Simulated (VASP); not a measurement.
# Ba (Im-3m) in VASP: single point with HSE06

Aim: the single point of Ba with HSE06.

Program: VASP 6.6.1. These are calculated values, not measurements. Logs are shortened: lines on timing, memory, paths and dates and some standing lists are left out, and cuts for length are marked.

### 1 The cell of the first run

The structure is cubic, space group Im-3m (No. 229). Conventional cell: a = 5.086 Å, b = 5.086 Å, c = 5.086 Å, α = 90.00°, β = 90.00°, γ = 90.00°. Within 5.8 Å of Ba (site symmetry m-3m) lie 14 Ba at 4.40 to 5.09 Å.

### 2 Single point, HSE06

File POSCAR:

```
Ba
1.0
   -2.5430301036      2.5430301036      2.5430301036
    2.5430301036     -2.5430301036      2.5430301036
    2.5430301036      2.5430301036     -2.5430301036
Ba
1
Direct
    0.0000000000      0.0000000000      0.0000000000
```

File INCAR.step1:

```
  ALGO = Normal
  EDIFF = 1E-5
  ENCUT = 520
  GGA = PE
  ISIF = 2
  ISMEAR = -1
  LASPH = T
  LCHARG = F
  LREAL = F
  LWAVE = T
  NBANDS = 11
  NELM = 100
  PREC = Accurate
  SIGMA = 0.1
```

File INCAR.step2:

```
  ALGO = Normal
  EDIFF = 1E-6
  ENCUT = 520
  GGA = PE
  HFSCREEN = 0.2079
  ISIF = 2
  ISMEAR = -1
  ISTART = 1
  LASPH = T
  LCHARG = F
  LHFCALC = T
  LREAL = F
  LWAVE = F
  NBANDS = 11
  NELM = 100
  PREC = Accurate
  PRECFOCK = Normal
  SIGMA = 0.1
```

File KPOINTS:

```
k-points
0
Gamma
  6 6 6
```

Potentials or basis: VASP PAW PBE potentials, release 64 (Ba_sv).

Run with:

```sh
$ cat potpaw_PBE.64/Ba_sv/POTCAR > POTCAR
$ cp INCAR.step1 INCAR
$ mpirun -np 1 vasp_std > vasp.out
$ cp INCAR.step2 INCAR
$ mpirun -np 1 vasp_std > vasp.out
```

OUTCAR:

```text
EDIFF = 1E-6
   ENCUT = 520
   GGA = PE
   HFSCREEN = 0.2079
   ISIF = 2
   ISMEAR = -1
   ISTART = 1
   LASPH = T
   LHFCALC = T
   LREAL = F
   NELM = 100
   PREC = Accurate
   PRECFOCK = Normal

 ion  position               nearest neighbor table
   1  0.000  0.000  0.000-

  LATTYP: Found a body centered cubic cell.
 ALAT       =     5.0860602072

  Lattice vectors:

 A1 = (  -2.5430301036,   2.5430301036,   2.5430301036)
 A2 = (   2.5430301036,  -2.5430301036,   2.5430301036)
 A3 = (   2.5430301036,   2.5430301036,  -2.5430301036)

Analysis of symmetry for initial positions (statically):
=====================================================================
 Subroutine PRICEL returns:
 Original cell was already a primitive cell.

 Routine SETGRP: Setting up the symmetry group for a
 body centered cubic supercell.

 Subroutine GETGRP returns: Found 48 space group operations
 (whereof 48 operations were pure point group operations)
 out of a pool of 48 trial point group operations.

The static configuration has the point symmetry O_h .

Analysis of symmetry for dynamics (positions and initial velocities):
=====================================================================
 Subroutine PRICEL returns:
 Original cell was already a primitive cell.

 Routine SETGRP: Setting up the symmetry group for a
 body centered cubic supercell.

 Subroutine GETGRP returns: Found 48 space group operations
 (whereof 48 operations were pure point group operations)
 out of a pool of 48 trial point group operations.

The dynamic configuration has the point symmetry O_h .

 Subroutine INISYM returns: Found 48 space group operations
 (whereof 48 operations are pure point group operations),
 and found     1 'primitive' translations

----------------------------------------------------------------------------------------

                                     Primitive cell

  volume of cell :      65.7831

  direct lattice vectors                    reciprocal lattice vectors
    -2.543030104  2.543030104  2.543030104     0.000000000  0.196615840  0.196615840
     2.543030104 -2.543030104  2.543030104     0.196615840  0.000000000  0.196615840
     2.543030104  2.543030104 -2.543030104     0.196615840  0.196615840  0.000000000

  length of vectors
     4.404657345  4.404657345  4.404657345     0.278056788  0.278056788  0.278056788

  position of ions in fractional coordinates (direct lattice)
     0.000000000  0.000000000  0.000000000

  ion indices of the primitive-cell ions
   primitive index   ion index
                 1           1

----------------------------------------------------------------------------------------

 KPOINTS: k-points

Automatic generation of k-mesh.
 Grid dimensions read from file:
 generate k-points for:    6    6    6

 Generating k-lattice:

  Cartesian coordinates                     Fractional coordinates (reciprocal lattice)
     0.000000000  0.032769307  0.032769307     0.166666667  0.000000000  0.000000000
     0.032769307  0.000000000  0.032769307     0.000000000  0.166666667  0.000000000
     0.032769307  0.032769307  0.000000000     0.000000000  0.000000000  0.166666667

  Length of vectors
     0.046342798  0.046342798  0.046342798

  Shift w.r.t. Gamma in fractional coordinates (k-lattice)
     0.000000000  0.000000000  0.000000000

 Subroutine IBZKPT returns following result:
 ===========================================

 Found     16 irreducible k-points:

 Following reciprocal coordinates:
            Coordinates               Weight
  0.000000  0.000000  0.000000      1.000000
  0.166667  0.000000  0.000000     12.000000
  0.333333  0.000000  0.000000     12.000000
  0.500000  0.000000  0.000000      6.000000
  0.166667  0.166667  0.000000     24.000000
  0.333333  0.166667  0.000000     48.000000
[... 8 lines left out ...]
  0.500000  0.500000  0.333333     12.000000
  0.500000  0.500000  0.500000      1.000000
   k-points           NKPTS =     16   k-points in BZ     NKDIM =    216   number of bands    NBANDS=     11
   number of dos      NEDOS =    301   number of ions     NIONS =      1
   total plane-waves  NPLWV =  46656
   dimension x,y,z NGX =    36 NGY =   36 NGZ =   36
   dimension x,y,z NGXF=    72 NGYF=   72 NGZF=   72
   ions per type =               1
   NGX,Y,Z   is equivalent  to a cutoff of  13.59, 13.59, 13.59 a.u.
   NGXF,Y,Z  is equivalent  to a cutoff of  27.18, 27.18, 27.18 a.u.
 SYSTEM =  unknown system
   PREC   = accura    normal or accurate (medium, high low for compatibility)
   ISTART =      1    job   : 0-new  1-cont  2-samecut
   ICHARG =      0    charge: 1-file 2-atom 10-const
   ISPIN  =      1    spin polarized calculation?
   LNONCOLLINEAR =      F non collinear calculations
   LSORBIT =      F    spin-orbit coupling
   LASPH  =      T    aspherical Exc in radial PAW
   ENCUT  =  520.0 eV  38.22 Ry    6.18 a.u.   8.19  8.19  8.19*2*pi/ulx,y,z
   NELM   =    100;   NELMIN=  2; NELMDL=  0     # of ELM steps
   EDIFF  = 0.1E-05   stopping-criterion for ELM
   LREAL  =      F    real-space projection
   EDIFFG = 0.1E-04   stopping-criterion for IOM
   NSW    =      0    number of steps for IOM
   IBRION =     -1    ionic relax: 0-MD 1-quasi-New 2-CG
   NFREE  =      0    steps in history (QN), initial steepest desc. (CG)
   ISIF   =      2    stress and relaxation
   ISYM   =      3    0-nonsym 1-usesym 2-fastsym
   POTIM  = 0.5000    time-step for ionic-motion
   TEBEG  =    0.0;   TEEND  =   0.0 temperature during run
   PSTRESS=    0.0 pullay stress
   NELECT =      10.0000    total number of electrons
   NUPDOWN=      -1.0000    fix difference up-down
   EMIN   =  10.00;   EMAX   =-10.00  energy-range for DOS
   EFERMI =   0.00;   METHOD = LEGACY
   ISMEAR =    -1;   SIGMA  =   0.10  broadening in eV -4-tet -1-fermi 0-gaus
   EFERMI_NEDOS =   21; number of points for ismear=-14 and -15
   IALGO  =     38    algorithm
   IMIX   =      1    mixing-type and parameters
     AMIX     =   0.40;   BMIX     =  1.00
     AMIX_MAG =   1.60;   BMIX_MAG =  1.00
  volume/ion in A,a.u.               =      65.78       443.93
  Fermi-wavevector in a.u.,A,eV,Ry     =   0.873715  1.651083 10.386397  0.763379
  Thomas-Fermi vector in A             =   1.993145
   LORBIT       =      0    0 simple, 1 ext, 2 COOP (PROOUT), +10 PAW based schemes
   GGA     = PE    functional components
   LHFCALC =     T    Hartree Fock is set to
   PRECFOCK=normal    Normal, Fast or Accurate (Low or Medium for compatibility)
   ENCUT4O =  -1.0   cutoff for four orbital integrals eV
   NKREDX  =     1    reduce k-point grid by
   NKREDY  =     1    reduce k-point grid by
   NKREDZ  =     1    reduce k-point grid by
   AEXX    =    0.2500 exact exchange contribution
   HFSCREEN=    0.2079 screening length (either q_TF or 0.3 A-1)
   HFSCREENC=   0.2079 screening length for correlation (either q_TF or 0.3 A-1)
   ENCUTFOCK=  -1.0 apply spherical cutoff to Coloumb kernel
   IVDW    =     0    specifies the selected vdW correction
   LEPSILON=     F    determine dielectric tensor
   LRPA    =     F    only Hartree local field effects (RPA)
 non-spin polarized calculation
  energy-cutoff  :      520.00
  volume of cell :       65.78
 maximum number of plane-waves:      1830
 NGX is ok and might be reduce to    36
  NGX = 28; NGY = 28; NGZ = 28

 number of electron       9.9999999 magnetization

 Free energy of the ion-electron system (eV)
  ---------------------------------------------------
  ext. energy  EPLUGINS =         0.00000000
  ---------------------------------------------------
  free energy    TOTEN  =        -1.82583404 eV

  energy without entropy =       -1.78913798  energy(sigma->0) =       -1.80748601

 E-fermi :   1.6447     XC(G=0):  -6.1548

 val. band max:        1.4303662454   @ k =  -0.3333   0.5000   0.1667
 cond. band min:       1.6852727190   @ k =   0.3333   0.1667   0.1667
 fundamental gap:      0.2549064736
 Fermi energy:         1.6447389161

 k-point     1 :       0.0000    0.0000    0.0000
  band No.  band energies     occupation
      1     -29.8180      2.00000
      2     -13.7084      2.00000
      3     -13.7084      2.00000
      4     -13.7084      2.00000
      5      -1.7076      2.00000
      6       3.8032      0.00000
      7       3.8032      0.00000
      8       3.8032      0.00000
      9       5.1766      0.00000
     10       5.1766      0.00000
     11       8.7904      0.00000

 k-point     2 :       0.1667    0.0000    0.0000
  band No.  band energies     occupation
      1     -29.8079      2.00000
      2     -13.8261      2.00000
      3     -13.7430      2.00000
      4     -13.7094      2.00000
      5      -1.1575      2.00000
      6       3.4180      0.00000
      7       3.4321      0.00000
      8       4.3211      0.00000
      9       4.8353      0.00000
     10       5.1587      0.00000
     11       9.2464      0.00000

 k-point     3 :       0.3333    0.0000    0.0000
  band No.  band energies     occupation
      1     -29.7876      2.00000
      2     -14.0454      2.00000
      3     -13.8110      2.00000
      4     -13.7116      2.00000
      5       0.0668      2.00000
      6       2.6517      0.00008
      7       2.8432      0.00001
      8       5.1133      0.00000
      9       5.3759      0.00000
     10       5.7681      0.00000
     11       8.4001      0.00000
[... 155 lines left out ...]
 k-point    15 :       0.5000    0.5000    0.3333
  band No.  band energies     occupation
      1     -29.7556      2.00000
      2     -14.0411      2.00000
      3     -13.9651      2.00000
      4     -13.9350      2.00000
      5       1.3235      1.92262
      6       1.3747      1.87406
      7       4.1762      0.00000
      8       4.4666      0.00000
      9       6.1034      0.00000
     10       6.8497      0.00000
     11       7.6501      0.00000

 k-point    16 :       0.5000    0.5000    0.5000
  band No.  band energies     occupation
      1     -29.7483      2.00000
      2     -14.0041      2.00000
      3     -14.0041      2.00000
      4     -14.0041      2.00000
      5       1.0590      1.99430
      6       1.0590      1.99430
      7       6.0070      0.00000
      8       6.0070      0.00000
      9       6.0070      0.00000
     10       6.7356      0.00000
     11       6.7356      0.00000

------------------------ aborting loop because EDIFF is reached ----------------------------------------

  FORCE on cell =-STRESS in cart. coord.  units (eV):
  Direction    XX          YY          ZZ          XY          YZ          ZX
  --------------------------------------------------------------------------------------
  -------------------------------------------------------------------------------------
  Total        0.0899684      0.0899684      0.0899684      0.0000000      0.0000000      0.0000000
  in kB        2.1912207      2.1912207      2.1912207      0.0000000      0.0000000      0.0000000
  external PRESSURE =       2.1912207 kB  Pullay stress =       0.0000000 kB

 VOLUME and BASIS-vectors are now :
 -----------------------------------------------------------------------------
  energy-cutoff  :      520.00
  volume of cell :       65.78
      direct lattice vectors                 reciprocal lattice vectors
    -2.543030104  2.543030104  2.543030104     0.000000000  0.196615840  0.196615840
     2.543030104 -2.543030104  2.543030104     0.196615840  0.000000000  0.196615840
     2.543030104  2.543030104 -2.543030104     0.196615840  0.196615840  0.000000000

 POSITION                                       TOTAL-FORCE (eV/Angst)
 -----------------------------------------------------------------------------------
      0.00000      0.00000      0.00000         0.000000     -0.000000      0.000000
 -----------------------------------------------------------------------------------
    total drift:                               -0.000000      0.000000      0.000000

  FREE ENERGIE OF THE ION-ELECTRON SYSTEM (eV)
  ---------------------------------------------------
  free  energy   TOTEN  =        -1.8258340361 eV

  energy  without entropy=       -1.7891379780  energy(sigma->0) =       -1.80748601
```

It took 30 min on 1 thread of Intel Xeon Platinum 8259CL at 2.50GHz (Skylake/Cascade Lake), shared host; peak memory 0.33 GiB.

What came out:

| Property | Result |
| --- | --- |
| Free energy | -1.8258 eV |
| Pressure | 0.2 GPa |
| Band gap on the k mesh | zero (bands 5 and 6 overlap by 0.80 eV) |

Levels at points of the mesh, in eV from the Fermi level:
| k point | band 1 | band 2 | band 3 | band 4 | band 5 | band 6 | band 7 | band 8 | band 9 | band 10 |
| --- | --- | --- | --- | --- | --- | --- | --- | --- | --- | --- |
| (0.00, 0.00, 0.00) | -31.46 | -15.35 | -15.35 | -15.35 | -3.35 | 2.16 | 2.16 | 2.16 | 3.53 | 3.53 |
| (0.50, 0.00, 0.00) | -31.42 | -15.79 | -15.49 | -15.36 | -0.99 | 0.97 | 1.02 | 3.48 | 4.09 | 5.59 |
| (0.50, 0.50, 0.50) | -31.39 | -15.65 | -15.65 | -15.65 | -0.59 | -0.59 | 4.36 | 4.36 | 4.36 | 5.09 |

Caveat: the PAW data sets were made with another functional, which shifts forces and pressure a little; spin-orbit coupling is left out, which moves the levels of the heavy elements.

The gap in the log of VASP goes by the Fermi energy; the results here count the filled bands.